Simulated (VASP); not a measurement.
Ir:

```
Ir
1.0
     0.00000    1.92140    1.92140
     1.92140    0.00000    1.92140
     1.92140    1.92140    0.00000
Ir
1
Cartesian
  0.0000 0.0000 0.0000
```

Base run:

| Item | Value |
| --- | --- |
| Program | VASP 6.6.1 |
| Functional | r2SCAN |
| Potentials or basis | VASP PAW PBE potentials, release 64 (Ir_sv_GW) |
| Cutoff | 550 eV |
| k mesh | 12 × 12 × 12 |
| Occupations | fermi-dirac, width 0.05 eV |
| Spin | no spin polarisation |

Its results: pressure -2.2 GPa.

Task: The run is repeated on the same cell with these changes: potentials or basis from VASP PAW PBE potentials, release 64 (Ir_sv_GW) to VASP PAW PBE potentials, release 64 (Ir); cutoff from 550 eV to 520 eV; further incar settings from ALGO = Normal; EDIFF = 1e-06; NBANDS = 14 to ALGO = Normal; EDIFF = 1e-06; NBANDS = 10; valence electrons from 17 to 9. What comes out?

Result: Pressure 2.5 GPa.

Caveats: the PAW data sets were made with another functional, which shifts forces and pressure a little.
